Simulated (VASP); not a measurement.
A run of VASP 6.6.1:

The input INCAR:

```
SYSTEM = TiO2
PREC = Accurate ; ENCUT = 520
EDIFF = 1E-6 ; ISMEAR = 0
SIGMA = 0.02 ; LREAL = .FALSE.
LASPH = .TRUE. ; NELM = 60
ALGO = Normal ; ISIF = 2
LWAVE = .FALSE. ; LCHARG = .TRUE.
GGA = PE ; LELF = .TRUE.
LVHAR = .TRUE. ; NBANDS = 33
```

KPOINTS

```
regular mesh
0
G
  10 10 10
  0 0 0
```

File POSCAR:

```
TiO2
1.0
   -1.8996082674      1.8996082674      4.8485069703
    1.8996082674     -1.8996082674      4.8485069703
    1.8996082674      1.8996082674     -4.8485069703
Ti O
2 4
Direct
    0.0000000000      0.0000000000      0.0000000000
    0.7500000000      0.2500000000      0.5000000000
    0.2064947456      0.2064947456      0.0000000000
    0.9564947456      0.4564947456      0.5000000000
    0.5435052544      0.0435052544      0.5000000000
    0.7935052544      0.7935052544      0.0000000000
```

Potentials or basis: VASP PAW PBE potentials, release 64 (Ti_sv, O).

The run is started by

```console
$ cat potpaw_PBE.64/Ti_sv/POTCAR potpaw_PBE.64/O/POTCAR > POTCAR
$ mpirun -np 1 vasp_std > vasp.out
```

Hardware: 1 thread of Intel Xeon 8259CL, with other jobs on the host.

Question: Estimate the wall time of this run.

Answer: Run time: 8.1 min on 1 thread of Intel Xeon 8259CL, with other jobs on the host, peak memory 0.38 GiB. Counts: scf iterations 16, k points 102.
